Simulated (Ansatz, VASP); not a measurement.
# Two plane-wave programs on Ta

INCAR

```
SYSTEM = Ta
PREC = Accurate
ENCUT = 600
EDIFF = 1E-6
ISMEAR = 0
SIGMA = 0.1
LREAL = .False.
LASPH = .True.
NELM = 60
ALGO = Normal
ISIF = 3
LWAVE = .False.
LCHARG = .False.
GGA = CA
IBRION = 2
NSW = 100
EDIFFG = -0.05
```

File KPOINTS:

```
regular mesh
0
Gamma
  8 8 8
  0 0 0
```

The input POSCAR:

```
Ta
1.0
   -1.6549278100      1.6549278100      1.6549278100
    1.6549278100     -1.6549278100      1.6549278100
    1.6549278100      1.6549278100     -1.6549278100
Ta
1
Direct
    0.0000000000      0.0000000000      0.0000000000
```

Input for Ansatz:

```yaml
crystal:
  lattice:
    - [-1.65492781, 1.65492781, 1.65492781]
    - [1.65492781, -1.65492781, 1.65492781]
    - [1.65492781, 1.65492781, -1.65492781]
  atoms:
    - { symbol: Ta, position: [0.0, 0.0, 0.0] }
basis:
  ecutwfc: 420
kpoints:
  mp_grid: { grid: [8, 8, 8] }
hamiltonian:
  xc: lda
  pseudopotentials: { kind: paw, azcp: { folder: soft_1 } }
scf:
  occupations: { method: gaussian, width: 0.1 }
output:
  forces: true
  stress: true
  eigenvalues: true
relax:
  adjacent_minimum: "off"
  f_tol: 0.05
  max_steps: 80
  cell: { stress_tol: 0.5 }
```

Alike in both runs: task relaxation of cell and atoms; functional LDA; k mesh 8 × 8 × 8; occupations gaussian, width 0.1 eV; no spin polarisation.

```csv
,VASP,Ansatz
version,VASP 6.6.1,Ansatz 0.2.0
potentials or method,"VASP PAW LDA potentials, release 64 (Ta_pv), cutoff 600 eV","scalar-relativistic, plane waves, PAW"
valence electrons in the cell,11,13
```

```tsv
	VASP	Ansatz	Ansatz less VASP
gap on the k mesh at the Fermi level, each at its own relaxed structure (eV)	none	none	-
relaxed volume (Å³/atom)	17.20	17.12	-0.082
relaxed cell length with the largest relative difference (Å)	2.816	2.812	-0.0045
```

Ansatz warns that its potentials were made for another functional, while VASP's fit it. LDA's correlation is that of Perdew and Zunger in VASP and of Perdew and Wang (1992) in Ansatz. A gap of «none» marks a metal or a gap that the smearing closes. VASP's potentials hold 11 valence electrons a cell and Ansatz's 13, so a difference there can come from the potentials and not from the codes.

Neither program's run includes spin-orbit coupling.
